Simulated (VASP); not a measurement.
Zn4SeO3: single point with PBE

Crystal: Zn4SeO3.

```xyz
8
Lattice="4.9472 0.0017 0.0005 0.0017 4.9291 0.0056 -2.4738 -2.4598 4.7617" Properties=species:S:1:pos:R:3 pbc="T T T"
Zn   -1.0685   -1.0624    3.4301
Zn    1.0724    1.0681    3.4317
Zn    3.5456    1.4024    1.3378
Zn    1.4061    3.5338    1.3375
Se   -0.0029    0.0000   -0.0010
O    -0.0005    0.0053    4.7650
O     2.4731    0.0034    2.3820
O     0.0005    2.4678    2.3854
```

```
Program                : VASP 6.6.1
Task                   : single point
Functional             : PBE
Potentials or basis    : VASP PAW PBE potentials, release 64 (Zn, Se, O)
Cutoff                 : 520 eV
k mesh                 : 4 × 4 × 4
Occupations            : gaussian, width 0.1 eV
Spin                   : no spin polarisation
Dipole correction      : no
Further INCAR settings : ALGO = Normal; EDIFF = 1e-07; NBANDS = 46
```

* Pressure: 0.6 GPa
* Largest force: 0.016 eV/Å
* Band gap on the k mesh: 0.46 eV

Forces on the atoms (eV/Å):
```
Zn  -0.003 -0.004 -0.011
Zn  -0.002  0.009 -0.013
Zn   0.005  0.001  0.010
Zn  -0.005 -0.001  0.015
Se   0.000  0.001  0.001
O   -0.002  0.000 -0.002
O    0.004 -0.001  0.000
O    0.003 -0.004  0.000
```

Stress tensor (GPa, compression positive):
```
 0.54 -0.03 -0.02
-0.03  0.70 -0.11
-0.02 -0.11  0.69
```

Levels at points of the mesh, in eV from the valence-band top:
```csv
k point,band 34,band 35,band 36,band 37,band 38,band 39
"(0.00, 0.00, 0.00)",-0.02,-0.01,0.00,0.46,4.46,5.77
"(0.50, 0.00, 0.00)",-1.10,-0.83,-0.41,3.79,3.88,5.87
"(0.00, 0.50, 0.00)",-1.10,-0.84,-0.40,3.80,3.89,5.89
"(0.50, 0.50, 0.00)",-0.51,-0.48,-0.11,3.44,3.66,5.71
"(0.00, 0.00, 0.50)",-1.58,-0.38,-0.37,3.08,3.63,4.61
"(0.50, 0.00, 0.50)",-1.10,-0.83,-0.41,3.79,3.88,5.87
"(0.00, 0.50, 0.50)",-1.09,-0.84,-0.41,3.79,3.89,5.88
"(0.50, 0.50, 0.50)",-0.51,-0.48,-0.11,3.44,3.66,5.71
```

Wall time 10 min on 1 thread of Intel Xeon 8259CL, with other jobs on the host, peak memory 0.36 GiB.
